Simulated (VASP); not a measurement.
Crystal: In2PtSe5.

```xyz
8
Lattice="3.9000 0.0000 0.0000 -1.9500 3.3775 0.0000 0.0000 0.0000 15.1000" Properties=species:S:1:pos:R:3 pbc="T T T"
In    0.0000    2.2517    9.9660
In    1.9500    1.1258    5.6323
Pt    0.0000    0.0000    0.0000
Se    1.9500    1.1258   13.7863
Se    0.0000    2.2517    1.3137
Se    0.0000    0.0000   11.0985
Se    0.0000    2.2517    7.3990
Se    0.0000    0.0000    4.2280
```

| Property | Result |
| --- | --- |
| Program | VASP 6.6.1 |
| Task | relaxation of cell and atoms |
| Functional | PBE |
| Potentials or basis | VASP PAW PBE potentials, release 64 (In_d, Pt, Se) |
| Cutoff | 600 eV |
| k mesh | 4 × 4 × 1 |
| Occupations | gaussian, width 0.15 eV |
| Spin | no spin polarisation |

At the start: pressure 2.1 GPa; volume 24.86 Å³/atom.

Where does the relaxation end?

Over 20 steps the energy falls by 42.9 meV/atom and the volume is 26.87 Å³/atom (+8.1 %); space group P3m1 (No. 156, to 0.05 Å).

Step by step:
```tsv
step	energy change (eV)	largest force (eV/Å)	pressure (GPa)	volume (Å³)
1	0.0000	1.6372	2.09	198.90
2	-0.2005	0.8851	-1.36	208.35
3	-0.2025	0.8946	-1.07	207.43
4	-0.2845	0.3235	0.24	205.07
5	-0.2894	0.2366	0.70	204.35
6	-0.3056	0.1914	0.06	207.23
7	-0.3058	0.1968	-0.02	207.58
8	-0.3108	0.1735	0.01	208.07
9	-0.3155	0.2136	0.08	209.04
10	-0.3205	0.1511	-0.07	209.88
11	-0.3271	0.1908	-0.48	212.33
12	-0.3294	0.1876	-0.38	212.26
13	-0.3340	0.1785	-0.07	212.04
14	-0.3331	0.1948	0.60	211.60
15	-0.3353	0.1706	0.23	211.85
16	-0.3372	0.1450	0.19	212.24
17	-0.3410	0.0958	0.11	213.38
18	-0.3405	0.1740	-0.01	215.67
19	-0.3421	0.1249	0.05	214.42
20	-0.3432	0.0727	-0.02	214.97
```

Final structure:
```cif
data_structure
_symmetry_space_group_name_H-M 'P 1'
_symmetry_Int_Tables_number 1
_cell_length_a 3.9546
_cell_length_b 3.9546
_cell_length_c 15.8726
_cell_angle_alpha 90.000
_cell_angle_beta 90.000
_cell_angle_gamma 120.000
_cell_volume 214.97
loop_
_atom_site_label
_atom_site_type_symbol
_atom_site_fract_x
_atom_site_fract_y
_atom_site_fract_z
_atom_site_occupancy
In1 In 0.33333 0.66667 0.64469 1
In2 In 0.66667 0.33333 0.37665 1
Pt1 Pt 0.00000 0.00000 0.00543 1
Se1 Se 0.66667 0.33333 0.92903 1
Se2 Se 0.33333 0.66667 0.08202 1
Se3 Se 0.00000 0.00000 0.72778 1
Se4 Se 0.33333 0.66667 0.48390 1
Se5 Se 0.00000 0.00000 0.28850 1
```

Caveat: the k points lie up to 0.46 Å⁻¹ apart in the final cell; this functional lacks dispersion, which binds the layers, so the pressure and a relaxed spacing across them are unreliable; the relaxation stopped at a loose force limit of 0.08 eV/Å, so its end isn't a converged minimum.
